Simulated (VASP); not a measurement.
A run of VASP 6.6.1:

INCAR

```
  ALGO = Normal
  EDIFF = 1E-6
  ENCUT = 520
  ISIF = 2
  ISMEAR = -1
  LASPH = T
  LCHARG = F
  LREAL = F
  LWAVE = F
  NBANDS = 32
  NELM = 80
  PREC = Accurate
  SIGMA = 0.05
```

KPOINTS

```
k-points
0
Gamma
  10 10 6
```

The input POSCAR:

```
CuO2
1.0
    1.4571073837     -4.8801473517      0.0000000000
    1.4571073837      4.8801473517      0.0000000000
    0.0000000000      0.0000000000      3.6985851758
Cu O
2 4
Direct
    0.1562322182      0.8437677818      0.7500000000
    0.8437677818      0.1562322182      0.2500000000
    0.7940831087      0.2059168913      0.7500000000
    0.2059168913      0.7940831087      0.2500000000
    0.5280679474      0.4719320526      0.7500000000
    0.4719320526      0.5280679474      0.2500000000
```

Potentials or basis: VASP PAW LDA potentials, release 64 (Cu, O).

The run is started by

```sh
$ cat potpaw_LDA.64/Cu/POTCAR potpaw_LDA.64/O/POTCAR > POTCAR
$ mpirun -np 1 vasp_std > vasp.out
```

Hardware: 1 thread of Intel(R) Xeon(R) 6975P-C (Granite Rapids), with other jobs on the host.

Problem. How long does it take, and how much memory?

Solution. Run time: 2.8 min on 1 thread of Intel(R) Xeon(R) 6975P-C (Granite Rapids) (shared host), peak memory 0.28 GiB. Counts: scf iterations 19, k points 124.
